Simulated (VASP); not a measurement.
Here is a VASP 6.6.1 calculation.

INCAR

```
SYSTEM = TaN
  PREC = Accurate
  ENCUT = 520
  EDIFF = 1E-7
  ISMEAR = -1
  SIGMA = 0.05
  LREAL = .False.
  LASPH = .True.
  NELM = 150
  ALGO = Normal
  ISIF = 2
  LWAVE = .False.
  LCHARG = .True.
  LMAXMIX = 4
  LDAU = .True.
  LDAUTYPE = 2
  LDAUL = 2 -1
  LDAUU = 6 0
  LDAUJ = 0 0
  LDAUPRINT = 1
  GGA = PS
  LELF = .True.
  LVHAR = .True.
  NBANDS = 15
```

File KPOINTS:

```
regular mesh
0
Gamma
  10 10 10
  0 0 0
```

Contents of POSCAR:

```
TaN
1.0
    0.0000000000      2.2113230000      2.2113230000
    2.2113230000      0.0000000000      2.2113230000
    2.2113230000      2.2113230000      0.0000000000
Ta N
1 1
Direct
    0.5000000000      0.5000000000      0.5000000000
    0.0000000000      0.0000000000      0.0000000000
```

Potentials or basis: VASP PAW PBE potentials, release 64 (Ta_pv, N).

Launch:

```console
$ cat potpaw_PBE.64/Ta_pv/POTCAR potpaw_PBE.64/N/POTCAR > POTCAR
$ mpirun -np 1 vasp_std > vasp.out
```

Problem. Estimate the band gap on the k mesh.

Solution. Zero (band 8 reaches 11.90 eV, above the bottom of band 9 at 7.98 eV).

Problem. What does it give for the pressure?

Solution. 8.3 GPa.

Eigenvalues of the final occupation matrices:
```
    site  spin  trace               eigenvalues
site 1 d     1   1.13  0.18 0.18 0.25 0.25 0.25
site 1 d     2   1.13  0.18 0.18 0.25 0.25 0.25
```

Caveat: the PAW data sets were made with another functional, which shifts forces and pressure a little; spin-orbit coupling is left out, which moves the levels of the heavy elements; U without spin polarisation on a metal has little footing.
